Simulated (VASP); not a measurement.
# TaN (P6_3/mmc) in VASP: a series of runs

Aim: see how the results for TaN move with the level of theory and the settings. Levels: PBE, LDA. Tasks: single point.

All numbers are computed with VASP 6.6.1; they aren't measurements. Logs are shortened: lines on timing, memory, paths and dates and some standing lists are left out, and cuts for length are marked.

## Step 1: The cell of the first run

Symmetry: P6_3/mmc, No. 194, hexagonal system. Conventional cell: a = 2.922 Å, b = 2.922 Å, c = 5.917 Å, α = 90.00°, β = 90.00°, γ = 120.00°. Ta (site symmetry -3m) has 6 N at 2.24 Å and 8 Ta at 2.92 to 2.96 Å within 3.0 Å. Within 3.0 Å of N (site symmetry -6m2) lie 6 Ta at 2.24 Å and 6 N at 2.92 Å.

## Step 2: Single point, PBE

INCAR

```
SYSTEM = TaN
PREC = Accurate
ENCUT = 520
EDIFF = 1E-6
ISMEAR = 0
SIGMA = 0.015
LREAL = .False.
LASPH = .True.
NELM = 80
ALGO = Normal
ISIF = 2
LWAVE = .False.
LCHARG = .False.
GGA = PE
NBANDS = 24
```

KPOINTS

```
Automatic mesh
0
Gamma
  10 10 5
  0 0 0
```

POSCAR

```
TaN
1.0
    2.9217699809      0.0000000000      0.0000000000
   -1.4608849905      2.5303270275      0.0000000000
    0.0000000000      0.0000000000      5.9165150000
Ta N
2 2
Direct
    0.0000000000      0.0000000000      0.5000000000
    0.0000000000      0.0000000000      0.0000000000
    0.3333333333      0.6666666667      0.2500000000
    0.6666666667      0.3333333333      0.7500000000
```

Potentials or basis: VASP PAW PBE potentials, release 64 (Ta_pv, N).

On the command line:

```
$ cat potpaw_PBE.64/Ta_pv/POTCAR potpaw_PBE.64/N/POTCAR > POTCAR
$ mpirun -np 1 vasp_std > vasp.out
```

OUTCAR:

```text
SYSTEM = TaN
   PREC = Accurate
   ENCUT = 520
   EDIFF = 1E-6
   ISMEAR = 0
   LREAL = .False.
   LASPH = .True.
   NELM = 80
   ISIF = 2
   GGA = PE

 ion  position               nearest neighbor table
   1  0.000  0.000  0.500-   3 2.24   4 2.24   4 2.24   3 2.24   4 2.24   3 2.24   2 2.96   2 2.96

   2  0.000  0.000  0.000-   3 2.24   4 2.24   4 2.24   3 2.24   4 2.24   3 2.24   1 2.96   1 2.96

   3  0.333  0.667  0.250-   1 2.24   2 2.24   1 2.24   2 2.24   1 2.24   2 2.24
   4  0.667  0.333  0.750-   1 2.24   2 2.24   1 2.24   2 2.24   1 2.24   2 2.24

  LATTYP: Found a hexagonal cell.
 ALAT       =     2.9217699809
 C/A-ratio  =     2.0249763119

  Lattice vectors:

 A1 = (   2.9217699809,   0.0000000000,   0.0000000000)
 A2 = (  -1.4608849905,   2.5303270275,   0.0000000000)
 A3 = (   0.0000000000,   0.0000000000,   5.9165150000)

Analysis of symmetry for initial positions (statically):
=====================================================================
 Subroutine PRICEL returns:
 Original cell was already a primitive cell.

 Routine SETGRP: Setting up the symmetry group for a
 hexagonal supercell.

 Subroutine GETGRP returns: Found 24 space group operations
 (whereof 12 operations were pure point group operations)
 out of a pool of 24 trial point group operations.

The static configuration has the point symmetry D_3d.
 The point group associated with its full space group is D_6h.

Analysis of symmetry for dynamics (positions and initial velocities):
=====================================================================
 Subroutine PRICEL returns:
 Original cell was already a primitive cell.

 Routine SETGRP: Setting up the symmetry group for a
 hexagonal supercell.

 Subroutine GETGRP returns: Found 24 space group operations
 (whereof 12 operations were pure point group operations)
 out of a pool of 24 trial point group operations.

The dynamic configuration has the point symmetry D_3d.
 The point group associated with its full space group is D_6h.

 Subroutine INISYM returns: Found 24 space group operations
 (whereof 12 operations are pure point group operations),
 and found     1 'primitive' translations

----------------------------------------------------------------------------------------

                                     Primitive cell

  volume of cell :      43.7410

  direct lattice vectors                    reciprocal lattice vectors
     2.921769981  0.000000000  0.000000000     0.342258291  0.197602916  0.000000000
    -1.460884991  2.530327027  0.000000000     0.000000000  0.395205833  0.000000000
     0.000000000  0.000000000  5.916515000     0.000000000  0.000000000  0.169018417

  length of vectors
     2.921769981  2.921769981  5.916515000     0.395205833  0.395205833  0.169018417

  position of ions in fractional coordinates (direct lattice)
     0.000000000  0.000000000  0.500000000
     0.000000000  0.000000000  0.000000000
     0.333333333  0.666666667  0.250000000
     0.666666667  0.333333333  0.750000000

  ion indices of the primitive-cell ions
   primitive index   ion index
                 1           1
                 2           2
                 3           3
                 4           4

----------------------------------------------------------------------------------------

 KPOINTS: Automatic mesh

Automatic generation of k-mesh.
 Grid dimensions read from file:
 generate k-points for:   10   10    5

 Generating k-lattice:

  Cartesian coordinates                     Fractional coordinates (reciprocal lattice)
     0.034225829  0.019760292  0.000000000     0.100000000  0.000000000  0.000000000
     0.000000000  0.039520583  0.000000000     0.000000000  0.100000000  0.000000000
     0.000000000  0.000000000  0.033803683     0.000000000  0.000000000  0.200000000

  Length of vectors
     0.039520583  0.039520583  0.033803683

  Shift w.r.t. Gamma in fractional coordinates (k-lattice)
     0.000000000  0.000000000  0.000000000

 Subroutine IBZKPT returns following result:
 ===========================================

 Found     42 irreducible k-points:

 Following reciprocal coordinates:
            Coordinates               Weight
  0.000000  0.000000  0.000000      1.000000
  0.100000  0.000000  0.000000      6.000000
  0.200000  0.000000  0.000000      6.000000
  0.300000  0.000000  0.000000      6.000000
  0.400000  0.000000  0.000000      6.000000
  0.500000  0.000000  0.000000      3.000000
[... 16 lines left out ...]
  0.300000  0.100000  0.200000     24.000000
  0.400000  0.100000  0.200000     24.000000
 [... further k-points ...]
   k-points           NKPTS =     42   k-points in BZ     NKDIM =     42   number of bands    NBANDS=     24
   number of dos      NEDOS =    301   number of ions     NIONS =      4
   total plane-waves  NPLWV =  27648
   dimension x,y,z NGX =    24 NGY =   24 NGZ =   48
   dimension x,y,z NGXF=    48 NGYF=   48 NGZF=   96
   ions per type =               2   2
   NGX,Y,Z   is equivalent  to a cutoff of  13.66, 13.66, 13.49 a.u.
   NGXF,Y,Z  is equivalent  to a cutoff of  27.31, 27.31, 26.97 a.u.
 SYSTEM =  TaN
   PREC   = accura    normal or accurate (medium, high low for compatibility)
   ISTART =      0    job   : 0-new  1-cont  2-samecut
   ICHARG =      2    charge: 1-file 2-atom 10-const
   ISPIN  =      1    spin polarized calculation?
   LNONCOLLINEAR =      F non collinear calculations
   LSORBIT =      F    spin-orbit coupling
   LASPH  =      T    aspherical Exc in radial PAW
   ENCUT  =  520.0 eV  38.22 Ry    6.18 a.u.   5.43  5.43 11.00*2*pi/ulx,y,z
   NELM   =     80;   NELMIN=  2; NELMDL= -5     # of ELM steps
   EDIFF  = 0.1E-05   stopping-criterion for ELM
   LREAL  =      F    real-space projection
   EDIFFG = 0.1E-04   stopping-criterion for IOM
   NSW    =      0    number of steps for IOM
   IBRION =     -1    ionic relax: 0-MD 1-quasi-New 2-CG
   NFREE  =      0    steps in history (QN), initial steepest desc. (CG)
   ISIF   =      2    stress and relaxation
   ISYM   =      2    0-nonsym 1-usesym 2-fastsym
   POTIM  = 0.5000    time-step for ionic-motion
   TEBEG  =    0.0;   TEEND  =   0.0 temperature during run
   PSTRESS=    0.0 pullay stress
   NELECT =      32.0000    total number of electrons
   NUPDOWN=      -1.0000    fix difference up-down
   EMIN   =  10.00;   EMAX   =-10.00  energy-range for DOS
   EFERMI =   0.00;   METHOD = LEGACY
   ISMEAR =     0;   SIGMA  =   0.01  broadening in eV -4-tet -1-fermi 0-gaus
   EFERMI_NEDOS =   21; number of points for ismear=-14 and -15
   IALGO  =     38    algorithm
   IMIX   =      4    mixing-type and parameters
     AMIX     =   0.40;   BMIX     =  1.00
     AMIX_MAG =   1.60;   BMIX_MAG =  1.00
  volume/ion in A,a.u.               =      10.94        73.79
  Fermi-wavevector in a.u.,A,eV,Ry     =   1.475124  2.787581 29.606163  2.175992
  Thomas-Fermi vector in A             =   2.589812
   LORBIT       =      0    0 simple, 1 ext, 2 COOP (PROOUT), +10 PAW based schemes
   GGA     = PE    functional components
   LHFCALC =     F    Hartree Fock is set to
   AEXX    =    0.0000 exact exchange contribution
   IVDW    =     0    specifies the selected vdW correction
   LEPSILON=     F    determine dielectric tensor
   LRPA    =     F    only Hartree local field effects (RPA)
 non-spin polarized calculation
 Gauss-broadening in eV      SIGMA  =   0.01
  energy-cutoff  :      520.00
  volume of cell :       43.74
 maximum number of plane-waves:      1223
 NGX is ok and might be reduce to    24
   NGX = 11   NGY = 11   NGZ = 23

 number of electron      32.0000005 magnetization

 Free energy of the ion-electron system (eV)
  ---------------------------------------------------
  ext. energy  EPLUGINS =         0.00000000
  ---------------------------------------------------
  free energy    TOTEN  =       -44.02349314 eV

  energy without entropy =      -44.02332629  energy(sigma->0) =      -44.02340972

 E-fermi :   8.0894     XC(G=0): -13.2679

 val. band max:        8.0821321986   @ k =   0.1000   0.1000   0.4000
 cond. band min:       8.1257350519   @ k =   0.1000   0.0000   0.2000
 fundamental gap:      0.0436028532
 Fermi energy:         8.0894145427

 k-point     1 :       0.0000    0.0000    0.0000
  band No.  band energies     occupation
      1     -27.4991      2.00000
      2     -26.7564      2.00000
      3     -26.5057      2.00000
      4     -26.5057      2.00000
      5     -26.4453      2.00000
      6     -26.4453      2.00000
[... 16 lines left out ...]
     23      12.0406      0.00000
     24      14.0601      0.00000

 k-point     2 :       0.1000    0.0000    0.0000
  band No.  band energies     occupation
      1     -27.4746      2.00000
      2     -26.7420      2.00000
      3     -26.6155      2.00000
      4     -26.5461      2.00000
      5     -26.5293      2.00000
      6     -26.4674      2.00000
[... 16 lines left out ...]
     23      12.1871      0.00000
     24      13.7344      0.00000

 k-point     3 :       0.2000    0.0000    0.0000
  band No.  band energies     occupation
      1     -27.4098      2.00000
      2     -26.8938      2.00000
      3     -26.8033      2.00000
      4     -26.7037      2.00000
      5     -26.5905      2.00000
      6     -26.5249      2.00000
[... 16 lines left out ...]
     23      12.9515      0.00000
     24      13.9750      0.00000

 k-point     4 :       0.3000    0.0000    0.0000
  band No.  band energies     occupation
      1     -27.3303      2.00000
      2     -27.2194      2.00000
      3     -27.1082      2.00000
      4     -26.6651      2.00000
      5     -26.6564      2.00000
      6     -26.5951      2.00000
[... 16 lines left out ...]
     23      13.9752      0.00000
     24      15.0457      0.00000

 k-point     5 :       0.4000    0.0000    0.0000
  band No.  band energies     occupation
      1     -27.4765      2.00000
      2     -27.3455      2.00000
      3     -27.2595      2.00000
      4     -26.7246      2.00000
      5     -26.6512      2.00000
      6     -26.6176      2.00000
[... 16 lines left out ...]
     23      14.7923      0.00000
     24      15.3730      0.00000

 k-point     6 :       0.5000    0.0000    0.0000
  band No.  band energies     occupation
      1     -27.5702      2.00000
      2     -27.4341      2.00000
      3     -27.2341      2.00000
      4     -26.7472      2.00000
      5     -26.6724      2.00000
      6     -26.6028      2.00000
[... 16 lines left out ...]
     23      14.3084      0.00000
     24      15.7299      0.00000
[... 379 lines left out ...]
 k-point    21 :       0.1000    0.1000    0.2000
  band No.  band energies     occupation
      1     -27.3658      2.00000
      2     -26.8076      2.00000
      3     -26.7737      2.00000
      4     -26.7250      2.00000
      5     -26.5737      2.00000
      6     -26.5210      2.00000
[... 16 lines left out ...]
     23      13.1456      0.00000
     24      13.7759      0.00000

 k-point    22 :       0.2000    0.1000    0.2000
  band No.  band energies     occupation
      1     -27.2959      2.00000
      2     -27.0751      2.00000
      3     -26.9891      2.00000
      4     -26.7409      2.00000
      5     -26.6607      2.00000
      6     -26.6035      2.00000
[... 16 lines left out ...]
     23      13.4007      0.00000
     24      14.5311      0.00000

 k-point    23 :       0.3000    0.1000    0.2000
  band No.  band energies     occupation
      1     -27.3443      2.00000
      2     -27.2503      2.00000
      3     -27.2152      2.00000
      4     -26.7476      2.00000
      5     -26.6966      2.00000
      6     -26.6841      2.00000
[... 16 lines left out ...]
     23      14.0943      0.00000
     24      15.0509      0.00000

 k-point    24 :       0.4000    0.1000    0.2000
  band No.  band energies     occupation
      1     -27.5037      2.00000
      2     -27.3967      2.00000
      3     -27.1769      2.00000
      4     -26.8008      2.00000
      5     -26.7364      2.00000
      6     -26.6660      2.00000
[... 16 lines left out ...]
     23      14.3264      0.00000
     24      15.7111      0.00000

 [... further k-points ...]

------------------------ aborting loop because EDIFF is reached ----------------------------------------

  FORCE on cell =-STRESS in cart. coord.  units (eV):
  Direction    XX          YY          ZZ          XY          YZ          ZX
  --------------------------------------------------------------------------------------
  -------------------------------------------------------------------------------------
  Total       -0.1268730     -0.1268730     -0.0617735      0.0000000      0.0000000      0.0000000
  in kB       -4.6471974     -4.6471974     -2.2626860      0.0000000      0.0000000      0.0000000
  external PRESSURE =      -3.8523602 kB  Pullay stress =       0.0000000 kB

 VOLUME and BASIS-vectors are now :
 -----------------------------------------------------------------------------
  energy-cutoff  :      520.00
  volume of cell :       43.74
      direct lattice vectors                 reciprocal lattice vectors
     2.921769981  0.000000000  0.000000000     0.342258291  0.197602916  0.000000000
    -1.460884991  2.530327027  0.000000000     0.000000000  0.395205833  0.000000000
     0.000000000  0.000000000  5.916515000     0.000000000  0.000000000  0.169018417

 POSITION                                       TOTAL-FORCE (eV/Angst)
 -----------------------------------------------------------------------------------
      0.00000      0.00000      2.95826         0.000000      0.000000      0.000000
      0.00000      0.00000      0.00000         0.000000      0.000000      0.000000
     -0.00000      1.68688      1.47913        -0.000000      0.000000     -0.000000
      1.46088      0.84344      4.43739        -0.000000      0.000000     -0.000000
 -----------------------------------------------------------------------------------
    total drift:                               -0.000000      0.000000      0.000000

  FREE ENERGIE OF THE ION-ELECTRON SYSTEM (eV)
  ---------------------------------------------------
  free  energy   TOTEN  =       -44.0234931388 eV

  energy  without entropy=      -44.0233262915  energy(sigma->0) =      -44.02340972
```

Run time: 39 s. Hardware: 1 thread of Intel Xeon Platinum 8259CL at 2.50GHz (Skylake/Cascade Lake), shared host; peak memory 0.19 GiB.

Results:

```
Free energy            : -44.0235 eV
Pressure               : -0.4 GPa
Band gap on the k mesh : zero (band 16 reaches 8.71 eV, above the bottom of band 17 at 7.89 eV)
```

Caveat: spin-orbit coupling is left out, which moves the levels of the heavy elements.

(Continued in part 2 of 2.)
